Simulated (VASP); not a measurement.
# AlCo3 (Pm-3m) in VASP: a series of runs, part 2 of 3

VASP 6.6.1.

### Step 3. Single point, PBEsol, collinear spin, ferromagnetic start

Input file INCAR:

```
SYSTEM = AlCo3
PREC = Accurate
ENCUT = 520
EDIFF = 1E-6
ISMEAR = 0
SIGMA = 0.1
LREAL = .FALSE.
LASPH = .TRUE.
NELM = 150
ALGO = Normal
ISIF = 2
LWAVE = .FALSE.
LCHARG = .FALSE.
ISPIN = 2
MAGMOM = 0 1.48 1.48 1.48
LORBIT = 11
LMAXMIX = 4
GGA = PS
NBANDS = 27
```

Input file KPOINTS:

```
Automatic mesh
0
G
  12 12 12
  0 0 0
```

Input file POSCAR:

```
AlCo3
1.0
    3.5749480000      0.0000000000      0.0000000000
    0.0000000000      3.5749480000      0.0000000000
    0.0000000000      0.0000000000      3.5749480000
Al Co
1 3
Direct
    0.0000000000      0.0000000000      0.0000000000
    0.5000000000      0.5000000000      0.0000000000
    0.5000000000      0.0000000000      0.5000000000
    0.0000000000      0.5000000000      0.5000000000
```

Potentials or basis: VASP PAW PBE potentials, release 64 (Al, Co).

Run with:

```sh
> cat potpaw_PBE.64/Al/POTCAR potpaw_PBE.64/Co/POTCAR > POTCAR
> mpirun -np 1 vasp_std > vasp.out
```

OUTCAR:

```text
SYSTEM = AlCo3
   PREC = Accurate
   ENCUT = 520
   EDIFF = 1E-6
   ISMEAR = 0
   LREAL = .FALSE.
   LASPH = .TRUE.
   NELM = 150
   ISIF = 2
   ISPIN = 2
   LORBIT = 11
   GGA = PS

 ion  position               nearest neighbor table
   1  0.000  0.000  0.000-   2 2.53   3 2.53   4 2.53   3 2.53   4 2.53   2 2.53   4 2.53   4 2.53
                             2 2.53   3 2.53   3 2.53   2 2.53
   2  0.500  0.500  0.000-   1 2.53   3 2.53   4 2.53   3 2.53   4 2.53   1 2.53   3 2.53   3 2.53
                             1 2.53   4 2.53   4 2.53   1 2.53
   3  0.500  0.000  0.500-   1 2.53   2 2.53   4 2.53   1 2.53   2 2.53   2 2.53   4 2.53   2 2.53
                             1 2.53   4 2.53   1 2.53   4 2.53
   4  0.000  0.500  0.500-   1 2.53   2 2.53   3 2.53   1 2.53   2 2.53   1 2.53   3 2.53   1 2.53
                             2 2.53   3 2.53   2 2.53   3 2.53

  LATTYP: Found a simple cubic cell.
 ALAT       =     3.5749480000

  Lattice vectors:

 A1 = (   3.5749480000,   0.0000000000,   0.0000000000)
 A2 = (   0.0000000000,   3.5749480000,   0.0000000000)
 A3 = (   0.0000000000,   0.0000000000,   3.5749480000)

Analysis of symmetry for initial positions (statically):
=====================================================================
 Subroutine PRICEL returns:
 Original cell was already a primitive cell.

 Routine SETGRP: Setting up the symmetry group for a
 simple cubic supercell.

 Subroutine GETGRP returns: Found 48 space group operations
 (whereof 48 operations were pure point group operations)
 out of a pool of 48 trial point group operations.

The static configuration has the point symmetry O_h .

Analysis of symmetry for dynamics (positions and initial velocities):
=====================================================================
 Subroutine PRICEL returns:
 Original cell was already a primitive cell.

 Routine SETGRP: Setting up the symmetry group for a
 simple cubic supercell.

 Subroutine GETGRP returns: Found 48 space group operations
 (whereof 48 operations were pure point group operations)
 out of a pool of 48 trial point group operations.

The dynamic configuration has the point symmetry O_h .

Analysis of structural, dynamic, and magnetic symmetry:
=====================================================================
 Subroutine PRICEL returns:
 Original cell was already a primitive cell.

 Routine SETGRP: Setting up the symmetry group for a
 simple cubic supercell.

 Subroutine GETGRP returns: Found 48 space group operations
 (whereof 48 operations were pure point group operations)
 out of a pool of 48 trial point group operations.

The overall configuration has the point symmetry O_h .

 Subroutine INISYM returns: Found 48 space group operations
 (whereof 48 operations are pure point group operations),
 and found     1 'primitive' translations

----------------------------------------------------------------------------------------

                                     Primitive cell

  volume of cell :      45.6887

  direct lattice vectors                    reciprocal lattice vectors
     3.574948000  0.000000000  0.000000000     0.279724348  0.000000000  0.000000000
     0.000000000  3.574948000  0.000000000     0.000000000  0.279724348  0.000000000
     0.000000000  0.000000000  3.574948000     0.000000000  0.000000000  0.279724348

  length of vectors
[... 87 lines left out ...]
   LREAL  =      F    real-space projection
   EDIFFG = 0.1E-04   stopping-criterion for IOM
   NSW    =      0    number of steps for IOM
   IBRION =     -1    ionic relax: 0-MD 1-quasi-New 2-CG
   NFREE  =      0    steps in history (QN), initial steepest desc. (CG)
   ISIF   =      2    stress and relaxation
   ISYM   =      2    0-nonsym 1-usesym 2-fastsym
   POTIM  = 0.5000    time-step for ionic-motion
   TEBEG  =    0.0;   TEEND  =   0.0 temperature during run
   PSTRESS=    0.0 pullay stress
   NELECT =      30.0000    total number of electrons
   NUPDOWN=      -1.0000    fix difference up-down
   EMIN   =  10.00;   EMAX   =-10.00  energy-range for DOS
   EFERMI =   0.00;   METHOD = LEGACY
   ISMEAR =     0;   SIGMA  =   0.10  broadening in eV -4-tet -1-fermi 0-gaus
   EFERMI_NEDOS =   21; number of points for ismear=-14 and -15
   IALGO  =     38    algorithm
   IMIX   =      4    mixing-type and parameters
     AMIX     =   0.40;   BMIX     =  1.00
     AMIX_MAG =   1.60;   BMIX_MAG =  1.00
  volume/ion in A,a.u.               =      11.42        77.08
  Fermi-wavevector in a.u.,A,eV,Ry     =   1.422915  2.688919 27.547527  2.024686
  Thomas-Fermi vector in A             =   2.543568
   LORBIT       =     11    0 simple, 1 ext, 2 COOP (PROOUT), +10 PAW based schemes
   GGA     = PS    functional components
   LHFCALC =     F    Hartree Fock is set to
   AEXX    =    0.0000 exact exchange contribution
   IVDW    =     0    specifies the selected vdW correction
   LEPSILON=     F    determine dielectric tensor
   LRPA    =     F    only Hartree local field effects (RPA)
 spin polarized calculation
 Gauss-broadening in eV      SIGMA  =   0.10
  energy-cutoff  :      520.00
  volume of cell :       45.69
 maximum number of plane-waves:      1253
 NGX is ok and might be reduce to    28
   NGX = 13   NGY = 13   NGZ = 13

 number of electron      30.0000033 magnetization       3.8546921

 Free energy of the ion-electron system (eV)
  ---------------------------------------------------
  ext. energy  EPLUGINS =         0.00000000
  ---------------------------------------------------
  free energy    TOTEN  =       -27.99360266 eV

  energy without entropy =      -27.96048861  energy(sigma->0) =      -27.97704563

 E-fermi :   9.9048     XC(G=0): -12.8628

 val. band max:        9.9014745675   @ k =   0.5000   0.4167   0.4167
 cond. band min:       9.9057477161   @ k =   0.3333   0.3333   0.1667
 fundamental gap:      0.0042731486
 Fermi energy:         9.9048070238

 spin component 1

 k-point     1 :       0.0000    0.0000    0.0000
  band No.  band energies     occupation
      1      -0.0630      1.00000
      2       4.9134      1.00000
      3       5.8693      1.00000
      4       5.8693      1.00000
      5       6.2143      1.00000
      6       6.2143      1.00000
[... 709 lines left out ...]
     26      22.7970      0.00000
     27      23.1550      0.00000

 [... further k-points ...]

 spin component 2

 k-point     1 :       0.0000    0.0000    0.0000
  band No.  band energies     occupation
      1      -0.0212      1.00000
      2       5.8891      1.00000
      3       6.7417      1.00000
      4       6.7417      1.00000
      5       7.2229      1.00000
      6       7.2229      1.00000
[... 709 lines left out ...]
     26      23.1877      0.00000
     27      23.2227      0.00000

 [... further k-points ...]

------------------------ aborting loop because EDIFF is reached ----------------------------------------

  FORCE on cell =-STRESS in cart. coord.  units (eV):
  Direction    XX          YY          ZZ          XY          YZ          ZX
  --------------------------------------------------------------------------------------
  -------------------------------------------------------------------------------------
  Total       -2.1808553     -2.1808553     -2.1808553     -0.0000000      0.0000000     -0.0000000
  in kB      -76.4765424    -76.4765424    -76.4765424     -0.0000000      0.0000000     -0.0000000
  external PRESSURE =     -76.4765424 kB  Pullay stress =       0.0000000 kB

 VOLUME and BASIS-vectors are now :
 -----------------------------------------------------------------------------
  energy-cutoff  :      520.00
  volume of cell :       45.69
      direct lattice vectors                 reciprocal lattice vectors
     3.574948000  0.000000000  0.000000000     0.279724348  0.000000000  0.000000000
     0.000000000  3.574948000  0.000000000     0.000000000  0.279724348  0.000000000
     0.000000000  0.000000000  3.574948000     0.000000000  0.000000000  0.279724348

 POSITION                                       TOTAL-FORCE (eV/Angst)
 -----------------------------------------------------------------------------------
      0.00000      0.00000      0.00000         0.000000      0.000000      0.000000
      1.78747      1.78747      0.00000         0.000000      0.000000      0.000000
      1.78747      0.00000      1.78747         0.000000      0.000000      0.000000
      0.00000      1.78747      1.78747         0.000000      0.000000      0.000000
 -----------------------------------------------------------------------------------
    total drift:                                0.000000      0.000000      0.000000

  FREE ENERGIE OF THE ION-ELECTRON SYSTEM (eV)
  ---------------------------------------------------
  free  energy   TOTEN  =       -27.9936026577 eV

  energy  without entropy=      -27.9604886118  energy(sigma->0) =      -27.97704563

 total charge

# of ion       s       p       d       tot
------------------------------------------
    1        0.408   0.413   0.000   0.821
    2        0.472   0.510   7.315   8.297
    3        0.472   0.510   7.315   8.297
    4        0.472   0.510   7.315   8.297
--------------------------------------------------
tot          1.824   1.943  21.945  25.712

 magnetization (x)

# of ion       s       p       d       tot
------------------------------------------
    1       -0.002  -0.037   0.000  -0.039
    2       -0.002  -0.003   1.323   1.318
    3       -0.002  -0.003   1.323   1.318
    4       -0.002  -0.003   1.323   1.318
--------------------------------------------------
tot         -0.008  -0.046   3.970   3.916
```

stdout:

```text
POSCAR found type information on POSCAR AlCo
 POSCAR found :  2 types and       4 ions
 scaLAPACK will be used
 -----------------------------------------------------------------------------
|                                                                             |
|                                                                             |
|     You enforced a specific xc type in the INCAR file but a different       |
|     I HOPE YOU KNOW WHAT YOU ARE DOING!                                     |
|                                                                             |
 -----------------------------------------------------------------------------

 LDA part: xc-table for (Slater+PW92), standard interpolation
 POSCAR, INCAR and KPOINTS ok, starting setup
 FFT: planning ... GRIDC
 FFT: planning ... GRID_SOFT
 FFT: planning ... GRID
 WAVECAR not read
 entering main loop
```

It took 98 s on 1 thread of Intel Xeon 6975P-C (Granite Rapids), shared host; peak memory 0.27 GiB.

What came out:

```
Free energy                                           : -27.9936 eV
Pressure                                              : -7.6 GPa
Net moment                                            : 3.85 μB per cell
Site moments                                          : Al -0.04; Co +1.32 μB
Valence electrons inside the program's atomic spheres : Al 0.82; Co 8.30
```

Caveat: the cell stands under tension; the PAW data sets were made with another functional, which shifts forces and pressure a little.

(Continued in part 3 of 3.)
